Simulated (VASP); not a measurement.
A run of VASP 6.6.1 is set up as follows.

The input INCAR:

```
PREC     = Accurate       # precision mode
ENCUT    = 600            # plane-wave cutoff, eV
EDIFF    = 1E-6           # SCF threshold, eV
ISMEAR   = 0              # smearing method
SIGMA    = 0.05           # smearing width, eV
LREAL    = F              # projectors in reciprocal space
LASPH    = T              # aspherical terms in the spheres
NELM     = 120            # most SCF steps
ALGO     = Normal         # electronic algorithm
ISIF     = 2              # what is computed and relaxed
LWAVE    = F              # write WAVECAR
LCHARG   = F              # write CHGCAR
GGA      = PS             # functional
NBANDS   = 26             # bands
GGA_COMPAT= F
```

The input KPOINTS:

```
Automatic mesh
0
Gamma
  10 6 4
```

POSCAR

```
BN
1.0
    2.5037762076      0.0000000000      0.0000000000
    0.0000000000      4.3366676023      0.0000000000
    0.0000000000      0.0000000000      7.0340970058
B N
4 4
Direct
    0.0000000000      0.3333333333      0.2450526699
    0.5000000000      0.8333333333      0.2450526699
    0.5000000000      0.1666666667      0.7450526699
    1.0000000000      0.6666666667      0.7450526699
    0.0000000000      0.3333333333      0.7538181365
    0.5000000000      0.8333333333      0.7538181365
    0.5000000000      0.1666666667      0.2538181365
    1.0000000000      0.6666666667      0.2538181365
```

Potentials or basis: VASP PAW PBE potentials, release 64 (B, N).

Launch:

```sh
$ cat potpaw_PBE.64/B/POTCAR potpaw_PBE.64/N/POTCAR > POTCAR
$ mpirun -np 1 vasp_std > vasp.out
```

Question: Estimate the largest force.

Answer: 0.789 eV/Å.

Question: What does it give for the band gap on the k mesh?

Answer: 4.22 eV.

Question: What does it give for the pressure?

Answer: 0.0 GPa.

Forces in eV/Å, atoms in the order of the input:
```
B    0.000  0.000  0.789
B    0.000  0.000  0.789
B    0.000  0.000  0.789
B    0.000  0.000  0.789
N    0.000  0.000 -0.789
N    0.000  0.000 -0.789
N    0.000  0.000 -0.789
N    0.000  0.000 -0.789
```

Caveat: the cell differs from its parent crystal (atoms displaced along a vibrational mode); the PAW data sets were made with another functional, which shifts forces and pressure a little; this functional lacks dispersion, which binds the layers, so the pressure and a relaxed spacing across them are unreliable. A k mesh can miss the band edges.
